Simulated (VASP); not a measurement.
**SnO: single point with PBE**

SnO:

```xyz
4
Lattice="3.3550 0.0000 0.0000 0.0000 5.6741 0.0000 0.0000 0.0000 4.2220" Properties=species:S:1:pos:R:3 pbc="T T T"
Sn    0.0000    1.3159    2.1665
Sn    1.6775    4.3582    0.0555
O     0.0000    5.0570    3.1110
O     1.6775    0.6171    1.0000
```

| Quantity | Value |
| --- | --- |
| Program | VASP 6.6.1 |
| Task | single point |
| Functional | PBE |
| Potentials or basis | VASP PAW PBE potentials, release 64 (Sn_d, O) |
| Cutoff | 520 eV |
| k mesh | 8 × 6 × 8 |
| Occupations | gaussian, width 0.05 eV |
| Spin | no spin polarisation |
| Dipole correction | no |
| k mesh for the DOS | 12 × 9 × 12 |
| Occupations for the DOS | tetrahedron |
| Further INCAR settings | ALGO = Normal; EDIFF = 1e-06; NBANDS = 28 |

```yaml
Valence_electrons_inside_the_program's_atomic_spheres: Sn 12.14; O 4.99
```

Levels at points of the mesh, in eV from the valence-band top:
```csv
k point,band 17,band 18,band 19,band 20,band 21,band 22,band 23,band 24
"(0.00, 0.00, 0.00)",-3.46,-2.62,-2.03,0.00,2.68,3.18,5.91,5.92
"(0.50, 0.00, 0.00)",-2.56,-2.56,-1.24,-1.24,2.60,2.60,5.53,5.53
"(0.00, 0.00, 0.50)",-3.17,-3.17,-1.65,-1.65,2.69,2.69,5.23,5.23
"(0.50, 0.00, 0.50)",-3.12,-3.12,-1.07,-1.07,2.11,2.11,4.63,4.63
```

Wall time 3.2 min on 1 thread of Intel(R) Xeon(R) 6975P-C (Granite Rapids), with other jobs on the host, peak memory 0.51 GiB.

Caveat: spin-orbit coupling is left out, which moves the levels of the heavy elements.
